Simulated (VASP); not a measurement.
# SrO (F-43m) in VASP: a series of runs

Runs on SrO. Level: PBE. Tasks: single point.

All numbers are computed with VASP 6.6.1; they aren't measurements. Logs are shortened: lines on timing, memory, paths and dates and some standing lists are left out, and cuts for length are marked.

## Step 1: The cell of the first run

It takes space group F-43m (No. 216, cubic). The conventional cell has a = 5.614 Å, b = 5.614 Å, c = 5.614 Å, α = 90.00°, β = 90.00°, γ = 90.00°. Sr (site symmetry -43m) has 4 O at 2.43 Å within 3.2 Å. O (site symmetry -43m) has 4 Sr at 2.43 Å within 3.2 Å.

## Step 2: Single point, PBE

INCAR reads:

```
SYSTEM = SrO
PREC     = Accurate       ! precision mode
ENCUT    = 600            ! plane-wave cutoff, eV
EDIFF    = 1E-6           ! SCF threshold, eV
ISMEAR   = 0              ! smearing method
SIGMA    = 0.02           ! smearing width, eV
LREAL    = .False.        ! projectors in reciprocal space
LASPH    = .True.         ! aspherical terms in the spheres
NELM     = 120            ! most SCF steps
ALGO     = Normal         ! electronic algorithm
ISIF     = 2              ! what is computed and relaxed
LWAVE    = .False.        ! write WAVECAR
LCHARG   = .True.         ! write CHGCAR
GGA      = PE             ! functional
LELF     = .True.         ! ELF
LVHAR    = .True.       
NBANDS   = 15             ! bands
GGA_COMPAT= .False.
```

KPOINTS reads:

```
Automatic mesh
0
Gamma
  8 8 8
  0 0 0
```

POSCAR reads:

```
SrO
1.0
    0.0000000000      2.8068086803      2.8068086803
    2.8068086803      0.0000000000      2.8068086803
    2.8068086803      2.8068086803      0.0000000000
Sr O
1 1
Direct
    0.5000000000      0.5000000000      0.5000000000
    0.2500000000      0.2500000000      0.2500000000
```

Potentials or basis: VASP PAW PBE potentials, release 64 (Sr_sv, O).

Launch:

```bash
$ cat potpaw_PBE.64/Sr_sv/POTCAR potpaw_PBE.64/O/POTCAR > POTCAR
$ mpirun -np 1 vasp_std > vasp.out
```

OUTCAR:

```text
SYSTEM = SrO
   PREC = Accurate
   ENCUT = 600
   EDIFF = 1E-6
   ISMEAR = 0
   LREAL = .False.
   LASPH = .True.
   NELM = 120
   ISIF = 2
   GGA = PE

 ion  position               nearest neighbor table
   1  0.500  0.500  0.500-   2 2.43   2 2.43   2 2.43   2 2.43
   2  0.250  0.250  0.250-   1 2.43   1 2.43   1 2.43   1 2.43

  LATTYP: Found a face centered cubic cell.
 ALAT       =     5.6136173606

  Lattice vectors:

 A1 = (   0.0000000000,   2.8068086803,   2.8068086803)
 A2 = (   2.8068086803,   0.0000000000,   2.8068086803)
 A3 = (   2.8068086803,   2.8068086803,   0.0000000000)

Analysis of symmetry for initial positions (statically):
=====================================================================
 Subroutine PRICEL returns:
 Original cell was already a primitive cell.

 Routine SETGRP: Setting up the symmetry group for a
 face centered cubic supercell.

 Subroutine GETGRP returns: Found 24 space group operations
 (whereof 24 operations were pure point group operations)
 out of a pool of 48 trial point group operations.

The static configuration has the point symmetry T_d .

Analysis of symmetry for dynamics (positions and initial velocities):
=====================================================================
 Subroutine PRICEL returns:
 Original cell was already a primitive cell.

 Routine SETGRP: Setting up the symmetry group for a
 face centered cubic supercell.

 Subroutine GETGRP returns: Found 24 space group operations
 (whereof 24 operations were pure point group operations)
 out of a pool of 48 trial point group operations.

The dynamic configuration has the point symmetry T_d .

 Subroutine INISYM returns: Found 24 space group operations
 (whereof 24 operations are pure point group operations),
 and found     1 'primitive' translations

----------------------------------------------------------------------------------------

                                     Primitive cell

  volume of cell :      44.2251

  direct lattice vectors                    reciprocal lattice vectors
     0.000000000  2.806808680  2.806808680    -0.178138255  0.178138255  0.178138255
     2.806808680  0.000000000  2.806808680     0.178138255 -0.178138255  0.178138255
     2.806808680  2.806808680  0.000000000     0.178138255  0.178138255 -0.178138255

  length of vectors
     3.969426903  3.969426903  3.969426903     0.308544508  0.308544508  0.308544508

  position of ions in fractional coordinates (direct lattice)
     0.500000000  0.500000000  0.500000000
     0.250000000  0.250000000  0.250000000

  ion indices of the primitive-cell ions
   primitive index   ion index
                 1           1
                 2           2

----------------------------------------------------------------------------------------

 KPOINTS: Automatic mesh

Automatic generation of k-mesh.
 Grid dimensions read from file:
 generate k-points for:    8    8    8

 Generating k-lattice:

  Cartesian coordinates                     Fractional coordinates (reciprocal lattice)
    -0.022267282  0.022267282  0.022267282     0.125000000  0.000000000  0.000000000
     0.022267282 -0.022267282  0.022267282     0.000000000  0.125000000  0.000000000
     0.022267282  0.022267282 -0.022267282     0.000000000  0.000000000  0.125000000

  Length of vectors
     0.038568064  0.038568064  0.038568064

  Shift w.r.t. Gamma in fractional coordinates (k-lattice)
     0.000000000  0.000000000  0.000000000

 Subroutine IBZKPT returns following result:
 ===========================================

 Found     29 irreducible k-points:

 Following reciprocal coordinates:
            Coordinates               Weight
  0.000000  0.000000  0.000000      1.000000
  0.125000  0.000000  0.000000      8.000000
  0.250000  0.000000  0.000000      8.000000
  0.375000  0.000000  0.000000      8.000000
  0.500000  0.000000  0.000000      4.000000
  0.125000  0.125000  0.000000      6.000000
[... 16 lines left out ...]
  0.500000  0.250000  0.125000     48.000000
 -0.375000  0.250000  0.125000     24.000000
 [... further k-points ...]
   k-points           NKPTS =     29   k-points in BZ     NKDIM =     29   number of bands    NBANDS=     15
   number of dos      NEDOS =    301   number of ions     NIONS =      2
   total plane-waves  NPLWV =  32768
   dimension x,y,z NGX =    32 NGY =   32 NGZ =   32
   dimension x,y,z NGXF=    64 NGYF=   64 NGZF=   64
   ions per type =               1   1
   NGX,Y,Z   is equivalent  to a cutoff of  13.40, 13.40, 13.40 a.u.
   NGXF,Y,Z  is equivalent  to a cutoff of  26.80, 26.80, 26.80 a.u.
 SYSTEM =  SrO
   PREC   = accura    normal or accurate (medium, high low for compatibility)
   ISTART =      0    job   : 0-new  1-cont  2-samecut
   ICHARG =      2    charge: 1-file 2-atom 10-const
   ISPIN  =      1    spin polarized calculation?
   LNONCOLLINEAR =      F non collinear calculations
   LSORBIT =      F    spin-orbit coupling
   LASPH  =      T    aspherical Exc in radial PAW
   ENCUT  =  600.0 eV  44.10 Ry    6.64 a.u.   7.93  7.93  7.93*2*pi/ulx,y,z
   NELM   =    120;   NELMIN=  2; NELMDL= -5     # of ELM steps
   EDIFF  = 0.1E-05   stopping-criterion for ELM
   LREAL  =      F    real-space projection
   EDIFFG = 0.1E-04   stopping-criterion for IOM
   NSW    =      0    number of steps for IOM
   IBRION =     -1    ionic relax: 0-MD 1-quasi-New 2-CG
   NFREE  =      0    steps in history (QN), initial steepest desc. (CG)
   ISIF   =      2    stress and relaxation
   ISYM   =      2    0-nonsym 1-usesym 2-fastsym
   POTIM  = 0.5000    time-step for ionic-motion
   TEBEG  =    0.0;   TEEND  =   0.0 temperature during run
   PSTRESS=    0.0 pullay stress
   NELECT =      16.0000    total number of electrons
   NUPDOWN=      -1.0000    fix difference up-down
   EMIN   =  10.00;   EMAX   =-10.00  energy-range for DOS
   EFERMI =   0.00;   METHOD = LEGACY
   ISMEAR =     0;   SIGMA  =   0.02  broadening in eV -4-tet -1-fermi 0-gaus
   EFERMI_NEDOS =   21; number of points for ismear=-14 and -15
   IALGO  =     38    algorithm
   IMIX   =      4    mixing-type and parameters
     AMIX     =   0.40;   BMIX     =  1.00
     AMIX_MAG =   1.60;   BMIX_MAG =  1.00
  volume/ion in A,a.u.               =      22.11       149.22
  Fermi-wavevector in a.u.,A,eV,Ry     =   1.166520  2.204402 18.514370  1.360768
  Thomas-Fermi vector in A             =   2.303032
   LORBIT       =      0    0 simple, 1 ext, 2 COOP (PROOUT), +10 PAW based schemes
   GGA     = PE    functional components
   LHFCALC =     F    Hartree Fock is set to
   AEXX    =    0.0000 exact exchange contribution
   IVDW    =     0    specifies the selected vdW correction
   LEPSILON=     F    determine dielectric tensor
   LRPA    =     F    only Hartree local field effects (RPA)
 non-spin polarized calculation
 Gauss-broadening in eV      SIGMA  =   0.02
  energy-cutoff  :      600.00
  volume of cell :       44.23
 maximum number of plane-waves:      1490
   NGX = 15   NGY = 15   NGZ = 15

 number of electron      16.0000004 magnetization

 Free energy of the ion-electron system (eV)
  ---------------------------------------------------
  ext. energy  EPLUGINS =         0.00000000
  ---------------------------------------------------
  free energy    TOTEN  =       -11.76756586 eV

  energy without entropy =      -11.76756586  energy(sigma->0) =      -11.76756586

 E-fermi :   0.4444     XC(G=0):  -8.5599

 val. band max:        0.2241271230   @ k =  -0.2500   0.5000   0.2500
 cond. band min:       2.7084863863   @ k =   0.0000   0.0000   0.0000
 fundamental gap:      2.4843592633
 Fermi energy:         0.4444345145

 k-point     1 :       0.0000    0.0000    0.0000
  band No.  band energies     occupation
      1     -32.0431      2.00000
      2     -14.5293      2.00000
      3     -13.9372      2.00000
      4     -13.9372      2.00000
      5     -13.9372      2.00000
      6      -0.5904      2.00000
      7      -0.5904      2.00000
      8      -0.5904      2.00000
      9       2.7085      0.00000
     10       8.2108      0.00000
     11       8.2108      0.00000
     12       9.5122      0.00000
     13       9.5122      0.00000
     14       9.5122      0.00000
     15      15.2144      0.00000

 k-point     2 :       0.1250    0.0000    0.0000
  band No.  band energies     occupation
      1     -32.0349      2.00000
      2     -14.8898      2.00000
      3     -13.9494      2.00000
      4     -13.9494      2.00000
      5     -13.6080      2.00000
      6      -0.6929      2.00000
      7      -0.5395      2.00000
      8      -0.5395      2.00000
      9       3.2159      0.00000
     10       7.9065      0.00000
     11       7.9065      0.00000
     12       9.1776      0.00000
     13       9.8719      0.00000
     14       9.8719      0.00000
     15      13.7355      0.00000

 k-point     3 :       0.2500    0.0000    0.0000
  band No.  band energies     occupation
      1     -32.0151      2.00000
      2     -15.3672      2.00000
      3     -13.9786      2.00000
      4     -13.9786      2.00000
      5     -13.2136      2.00000
      6      -0.7438      2.00000
      7      -0.4250      2.00000
      8      -0.4250      2.00000
      9       4.2726      0.00000
     10       7.6226      0.00000
     11       7.6226      0.00000
     12       8.4959      0.00000
     13      10.2217      0.00000
     14      10.2217      0.00000
     15      12.2960      0.00000
[... 343 lines left out ...]
 k-point    23 :       0.5000    0.2500    0.1250
  band No.  band energies     occupation
      1     -31.9843      2.00000
      2     -15.7925      2.00000
      3     -14.1882      2.00000
      4     -14.0526      2.00000
      5     -12.7261      2.00000
      6      -0.6740      2.00000
      7      -0.2765      2.00000
      8      -0.1019      2.00000
      9       5.1882      0.00000
     10       6.3057      0.00000
     11       8.0925      0.00000
     12       8.9092      0.00000
     13      10.2796      0.00000
     14      10.8157      0.00000
     15      12.4274      0.00000

 k-point    24 :      -0.3750    0.2500    0.1250
  band No.  band energies     occupation
      1     -31.9776      2.00000
      2     -15.8698      2.00000
      3     -14.2213      2.00000
      4     -14.0690      2.00000
      5     -12.6495      2.00000
      6      -0.4599      2.00000
      7      -0.3802      2.00000
      8      -0.0443      2.00000
      9       5.1158      0.00000
     10       6.4013      0.00000
     11       7.9785      0.00000
     12       9.0760      0.00000
     13      10.1994      0.00000
     14      11.0094      0.00000
     15      12.4079      0.00000

 [... further k-points ...]

------------------------ aborting loop because EDIFF is reached ----------------------------------------

  FORCE on cell =-STRESS in cart. coord.  units (eV):
  Direction    XX          YY          ZZ          XY          YZ          ZX
  --------------------------------------------------------------------------------------
  -------------------------------------------------------------------------------------
  Total        0.0982375      0.0982375      0.0982375      0.0000000      0.0000000      0.0000000
  in kB        3.5589291      3.5589291      3.5589291      0.0000000      0.0000000      0.0000000
  external PRESSURE =       3.5589291 kB  Pullay stress =       0.0000000 kB

 VOLUME and BASIS-vectors are now :
 -----------------------------------------------------------------------------
  energy-cutoff  :      600.00
  volume of cell :       44.23
      direct lattice vectors                 reciprocal lattice vectors
     0.000000000  2.806808680  2.806808680    -0.178138255  0.178138255  0.178138255
     2.806808680  0.000000000  2.806808680     0.178138255 -0.178138255  0.178138255
     2.806808680  2.806808680  0.000000000     0.178138255  0.178138255 -0.178138255

 POSITION                                       TOTAL-FORCE (eV/Angst)
 -----------------------------------------------------------------------------------
      2.80681      2.80681      2.80681        -0.000000      0.000000     -0.000000
      1.40340      1.40340      1.40340         0.000000     -0.000000      0.000000
 -----------------------------------------------------------------------------------
    total drift:                                0.000000      0.000000      0.000000

  FREE ENERGIE OF THE ION-ELECTRON SYSTEM (eV)
  ---------------------------------------------------
  free  energy   TOTEN  =       -11.7675658566 eV

  energy  without entropy=      -11.7675658566  energy(sigma->0) =      -11.76756586
```

Run time: 29 s. Hardware: 1 thread of AMD EPYC 7R43 (Zen 3), shared host; peak memory 0.15 GiB.

Results:

| Property | Result |
| --- | --- |
| Free energy | -11.7676 eV |
| Pressure | 0.4 GPa |
| Band gap on the k mesh | 2.48 eV (least direct gap 3.30 eV) |

(Continued in part 2 of 2.)
